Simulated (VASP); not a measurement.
# Al2Pt in VASP: a series of runs

Runs on Al2Pt. Level: PBE. Tasks: single point, relaxation of the atoms.

Program: VASP 6.6.1. These are calculated values, not measurements. Logs are shortened: lines on timing, memory, paths and dates and some standing lists are left out, and cuts for length are marked.

## 1. The cell of the first run

The cell holds a slab with vacuum, 9 atoms: a = 4.205 Å, b = 4.205 Å, c = 23.583 Å, α = 90.00°, β = 90.00°, γ = 120.00°.

## 2. Single point, PBE

Input file INCAR:

```
ALGO = Normal
DIPOL = 0.5 0.5 0.500
EDIFF = 1E-6
ENCUT = 430
GGA = PE
GGA_COMPAT = False
IDIPOL = 3
ISIF = 2
ISMEAR = 0
LASPH = True
LCHARG = False
LDIPOL = True
LREAL = False
LWAVE = False
NBANDS = 46
NELM = 120
NELMDL = -8
PREC = Accurate
SIGMA = 0.1
```

Input file KPOINTS:

```
k-points
0
Gamma
  1 1 1
```

Input file POSCAR:

```
Al2Pt
1.0
    4.2047455503      0.0000000000      0.0000000000
   -2.1023727751      3.6414164630      0.0000000000
    0.0000000000      0.0000000000     23.5829009136
Al Pt
6 3
Direct
    0.0000000000      0.0000000000      0.3180270327
    0.3333333333      0.6666666667      0.3908162196
    0.6666666667      0.3333333333      0.4636054065
    0.0000000000      0.0000000000      0.5363945935
    0.3333333333      0.6666666667      0.6091837804
    0.6666666667      0.3333333333      0.6819729673
    0.6666666667      0.3333333333      0.3544216262
    0.3333333333      0.6666666667      0.5000000000
    0.0000000000      0.0000000000      0.6455783738
```

Potentials or basis: VASP PAW PBE potentials, release 64 (Al, Pt_sv_GW).

Started as:

```
$ cat potpaw_PBE.64/Al/POTCAR potpaw_PBE.64/Pt_sv_GW/POTCAR > POTCAR
$ mpirun -np 1 vasp_gam > vasp.out
```

OUTCAR:

```text
EDIFF = 1E-6
   ENCUT = 430
   GGA = PE
   ISIF = 2
   ISMEAR = 0
   LASPH = True
   LREAL = False
   NELM = 120
   NELMDL = -8
   PREC = Accurate

 ion  position               nearest neighbor table
   1  0.000  0.000  0.318-   7 2.57   7 2.57   7 2.57   2 2.97   2 2.97   2 2.97
   2  0.333  0.667  0.391-   7 2.57   7 2.57   7 2.57   8 2.57   1 2.97   3 2.97   3 2.97   1 2.97
                             1 2.97   3 2.97
   3  0.667  0.333  0.464-   7 2.57   8 2.57   8 2.57   8 2.57   2 2.97   2 2.97   2 2.97   4 2.97
                             4 2.97   4 2.97
   4  0.000  0.000  0.536-   9 2.57   8 2.57   8 2.57   8 2.57   5 2.97   5 2.97   5 2.97   3 2.97
                             3 2.97   3 2.97
   5  0.333  0.667  0.609-   9 2.57   9 2.57   9 2.57   8 2.57   4 2.97   6 2.97   6 2.97   4 2.97
                             4 2.97   6 2.97
   6  0.667  0.333  0.682-   9 2.57   9 2.57   9 2.57   5 2.97   5 2.97   5 2.97
   7  0.667  0.333  0.354-   3 2.57   2 2.57   2 2.57   2 2.57   1 2.57   1 2.57   1 2.57
   8  0.333  0.667  0.500-   4 2.57   3 2.57   3 2.57   4 2.57   2 2.57   5 2.57   4 2.57   3 2.57

   9  0.000  0.000  0.646-   4 2.57   5 2.57   5 2.57   5 2.57   6 2.57   6 2.57   6 2.57

  LATTYP: Found a hexagonal cell.
 ALAT       =     4.2047455503
 C/A-ratio  =     5.6086392462

  Lattice vectors:

 A1 = (   4.2047455503,   0.0000000000,   0.0000000000)
 A2 = (  -2.1023727751,   3.6414164630,   0.0000000000)
 A3 = (   0.0000000000,   0.0000000000,  23.5829009136)

Analysis of symmetry for initial positions (statically):
=====================================================================
 Subroutine PRICEL returns:
 Original cell was already a primitive cell.

 Routine SETGRP: Setting up the symmetry group for a
 hexagonal supercell.

 Subroutine GETGRP returns: Found 12 space group operations
 (whereof  6 operations were pure point group operations)
 out of a pool of 24 trial point group operations.

The static configuration has the point symmetry C_3v.
 The point group associated with its full space group is D_3d.

Analysis of symmetry for dynamics (positions and initial velocities):
=====================================================================
 Subroutine PRICEL returns:
 Original cell was already a primitive cell.

 Routine SETGRP: Setting up the symmetry group for a
 hexagonal supercell.

 Subroutine GETGRP returns: Found 12 space group operations
 (whereof  6 operations were pure point group operations)
 out of a pool of 24 trial point group operations.
[... 106 lines left out ...]
   EFERMI =   0.00;   METHOD = LEGACY
   ISMEAR =     0;   SIGMA  =   0.10  broadening in eV -4-tet -1-fermi 0-gaus
   EFERMI_NEDOS =   21; number of points for ismear=-14 and -15
   IALGO  =     38    algorithm
   IMIX   =      4    mixing-type and parameters
     AMIX     =   0.40;   BMIX     =  1.00
     AMIX_MAG =   1.60;   BMIX_MAG =  1.00
  volume/ion in A,a.u.               =      40.12       270.75
  Fermi-wavevector in a.u.,A,eV,Ry     =   0.956423  1.807377 12.445854  0.914744
  Thomas-Fermi vector in A             =   2.085349
   LORBIT       =      0    0 simple, 1 ext, 2 COOP (PROOUT), +10 PAW based schemes
   GGA     = PE    functional components
   LHFCALC =     F    Hartree Fock is set to
   AEXX    =    0.0000 exact exchange contribution
   IVDW    =     0    specifies the selected vdW correction
   LEPSILON=     F    determine dielectric tensor
   LRPA    =     F    only Hartree local field effects (RPA)
 non-spin polarized calculation
 Gauss-broadening in eV      SIGMA  =   0.10
  energy-cutoff  :      430.00
  volume of cell :      361.08
 maximum number of plane-waves:      3661
   NGX = 15   NGY = 15   NGZ = 79

 dipolmoment           0.000000      0.000000     -0.000000 electrons x Angstroem

 number of electron      72.0000000 magnetization

 dipolmoment           0.000000      0.000000      0.000000 electrons x Angstroem

 Free energy of the ion-electron system (eV)
  ---------------------------------------------------
  ext. energy  EPLUGINS =         0.00000000
  ---------------------------------------------------
  free energy    TOTEN  =       -30.42315810 eV

  energy without entropy =      -30.31032019  energy(sigma->0) =      -30.36673915

 E-fermi :   2.5007     XC(G=0):  -5.5656

 val. band max:        2.5006518569   @ k =   0.0000   0.0000   0.0000
 cond. band min:       2.5006519168   @ k =   0.0000   0.0000   0.0000
 fundamental gap:      0.0000000599
 Fermi energy:         2.5006518868

 k-point     1 :       0.0000    0.0000    0.0000
  band No.  band energies     occupation
      1     -99.2314      2.00000
      2     -98.9971      2.00000
      3     -98.9971      2.00000
      4     -53.5904      2.00000
      5     -53.5904      2.00000
      6     -53.4503      2.00000
[... 38 lines left out ...]
     45       4.8774      0.00000
     46       4.8877      0.00000

------------------------ aborting loop because EDIFF is reached ----------------------------------------

 vacuum level on the upper side and lower side of the slab       (xc-potential included)        -0.280        -0.280

  FORCE on cell =-STRESS in cart. coord.  units (eV):
  Direction    XX          YY          ZZ          XY          YZ          ZX
  --------------------------------------------------------------------------------------
  -------------------------------------------------------------------------------------
  Total       -5.0970612     -5.0970612     10.3060963     -0.0000000      0.0000000      0.0000000
  in kB      -22.6163822    -22.6163822     45.7296085     -0.0000000      0.0000000      0.0000000
  external PRESSURE =       0.1656147 kB  Pullay stress =       0.0000000 kB

 VOLUME and BASIS-vectors are now :
 -----------------------------------------------------------------------------
  energy-cutoff  :      430.00
  volume of cell :      361.08
      direct lattice vectors                 reciprocal lattice vectors
     4.204745550  0.000000000  0.000000000     0.237826520  0.137309205  0.000000000
    -2.102372775  3.641416463  0.000000000     0.000000000  0.274618410  0.000000000
     0.000000000  0.000000000 23.582900914     0.000000000  0.000000000  0.042403604

 POSITION                                       TOTAL-FORCE (eV/Angst)
 -----------------------------------------------------------------------------------
      0.00000      0.00000      7.50000        -0.000000     -0.000000     -2.767211
     -0.00000      2.42761      9.21658         0.000000      0.000000      3.906190
      2.10237      1.21381     10.93316        -0.000000      0.000000     -3.486319
      0.00000      0.00000     12.64974        -0.000000      0.000000      3.486319
     -0.00000      2.42761     14.36632        -0.000000     -0.000000     -3.906190
      2.10237      1.21381     16.08290        -0.000000     -0.000000      2.767211
      2.10237      1.21381      8.35829        -0.000000      0.000000     -0.224666
     -0.00000      2.42761     11.79145         0.000000     -0.000000      0.000000
      0.00000      0.00000     15.22461         0.000000     -0.000000      0.224666
 -----------------------------------------------------------------------------------
    total drift:                               -0.000000      0.000000      0.000046

  FREE ENERGIE OF THE ION-ELECTRON SYSTEM (eV)
  ---------------------------------------------------
  free  energy   TOTEN  =       -30.4231581049 eV

  energy  without entropy=      -30.3103201882  energy(sigma->0) =      -30.36673915

 vacuum level on the upper side and lower side of the slab         5.857         5.857
```

stdout:

```text
POSCAR found type information on POSCAR AlPt
 POSCAR found :  2 types and       9 ions
 scaLAPACK will be used
 LDA part: xc-table for (Slater+PW92), standard interpolation
 POSCAR, INCAR and KPOINTS ok, starting setup
 FFT: planning ... GRIDC
 FFT: planning ... GRID_SOFT
 FFT: planning ... GRID
 WAVECAR not read
 entering main loop
```

Run time: 46 s. Hardware: 1 thread of AMD EPYC 7R43 (Zen 3), shared host; peak memory 0.29 GiB.

What came out:

* Free energy: -30.4232 eV
* Largest force: 3.906 eV/Å
* Band gap on the k mesh: zero (filled and empty bands touch)

Forces in eV/Å, atoms in the order of the input:
```
Al   0.000  0.000 -2.767
Al   0.000  0.000  3.906
Al   0.000  0.000 -3.486
Al   0.000  0.000  3.486
Al   0.000  0.000 -3.906
Al   0.000  0.000  2.767
Pt   0.000  0.000 -0.225
Pt   0.000  0.000  0.000
Pt   0.000  0.000  0.225
```

Caveat: the k points lie up to 1.73 Å⁻¹ apart, too coarse for converged energies, forces and pressures; spin-orbit coupling is left out, which moves the levels of the heavy elements.

## 3. Relaxation of the atoms, PBE

Input file INCAR:

```
ALGO     = Fast           # electronic algorithm
DIPOL    = 0.5 0.5 0.500
EDIFF    = 1E-6           # SCF threshold, eV
EDIFFG   = -0.02          # ionic threshold
ENCUT    = 520            # plane-wave cutoff, eV
GGA      = PE             # functional
IBRION   = 2              # ionic algorithm
IDIPOL   = 3            
ISIF     = 2              # what is computed and relaxed
ISMEAR   = 0              # smearing method
LASPH    = True           # aspherical terms in the spheres
LCHARG   = False          # write CHGCAR
LDIPOL   = True         
LREAL    = False          # projectors in reciprocal space
LWAVE    = False          # write WAVECAR
NELM     = 100            # most SCF steps
NSW      = 80             # ionic steps
PREC     = Accurate       # precision mode
SIGMA    = 0.1            # smearing width, eV
```

Input file KPOINTS:

```
k-points
0
Gamma
  9 9 1
```

POSCAR is that of step 2.

Potentials or basis: VASP PAW PBE potentials, release 64 (Al, Pt).

Started as:

```
$ cat potpaw_PBE.64/Al/POTCAR potpaw_PBE.64/Pt/POTCAR > POTCAR
$ mpirun -np 1 vasp_std > vasp.out
```

Run time: 31 min. Hardware: 1 thread of Oxide Virtual Turin-like, shared host; peak memory 0.51 GiB.

It converged, with:

```
Free energy                  : -46.6079 eV
Energy gained by relaxing    : 19.6 meV/atom
Ionic steps                  : 11
Largest force after relaxing : 0.004 eV/Å
Band gap on the k mesh       : zero (bands 24 and 25 overlap by 3.04 eV)
```

Forces on the atoms (eV/Å):
```
Al   0.000  0.000  0.004
Al   0.000  0.000  0.002
Al   0.000  0.000  0.000
Al   0.000  0.000  0.000
Al   0.000  0.000 -0.002
Al   0.000  0.000 -0.004
Pt   0.000  0.000  0.000
Pt   0.000  0.000  0.000
Pt   0.000  0.000  0.000
```

Step by step:
```csv
step,energy change (eV),largest force (eV/Å),pressure (GPa)
1,0.0000,0.7428,-1.30
2,-0.0566,0.6054,-1.16
3,-0.1405,0.2598,-0.69
4,-0.1418,0.3141,-0.61
5,-0.1566,0.1563,-0.40
6,-0.1615,0.1942,-0.18
7,-0.1701,0.1340,-0.04
8,-0.1766,0.0333,0.20
9,-0.1767,0.0284,0.24
10,-0.1767,0.0252,0.23
11,-0.1768,0.0036,0.24
```

Final structure:
```xyz
9
Lattice="4.2047 0.0000 0.0000 -2.1024 3.6414 0.0000 0.0000 0.0000 23.5829" Properties=species:S:1:pos:R:3 pbc="T T T"
Al    4.2047    0.0000    7.7398
Al    0.0000    2.4276    9.2189
Al    2.1024    1.2138   10.9288
Al    0.0000    0.0000   12.6541
Al    0.0000    2.4276   14.3640
Al    2.1024    1.2138   15.8431
Pt    2.1024    1.2138    8.3936
Pt    0.0000    2.4276   11.7915
Pt    0.0000    0.0000   15.1893
```

Levels at points of the mesh, in eV from the Fermi level:
| k point | band 22 | band 23 | band 24 | band 25 | band 26 | band 27 |
| --- | --- | --- | --- | --- | --- | --- |
| (0.00, 0.00, 0.00) | 1.34 | 1.34 | 2.42 | 2.42 | 3.16 | 3.17 |

Caveat: spin-orbit coupling is left out, which moves the levels of the heavy elements.

The gap in the log of VASP goes by the Fermi energy; the results here count the filled bands.